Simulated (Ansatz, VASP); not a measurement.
**MgS: VASP beside Ansatz**

```
Mg S
1.0
     0.00000    2.56530    2.56530
     2.56530    0.00000    2.56530
     2.56530    2.56530    0.00000
Mg S
1 1
Cartesian
  0.0000 0.0000 0.0000
  2.5653 2.5653 2.5653
```

Alike in both runs: task single point; functional PBEsol; k mesh 6 × 6 × 6; non-collinear spin, spin-orbit coupling.

|  | VASP | Ansatz |
| --- | --- | --- |
| version | VASP 6.6.1 | Ansatz 0.2.0 |
| potentials or method | VASP PAW PBE potentials, release 64 (Mg, S), cutoff 600 eV | plane waves, PAW |
| occupations | gaussian, width 0.01 eV | fixed |
| valence electrons in the cell | 8 | 16 |

|  | VASP | Ansatz | Ansatz less VASP |
| --- | --- | --- | --- |
| net moment per atom (μB) | 0.00 | 0.00 | 0.000 |

VASP's potentials were made for PBE, not for PBEsol, and Ansatz warns of the same on its side. VASP's potentials hold 8 valence electrons a cell and Ansatz's 16, so a difference there can come from the potentials and not from the codes.
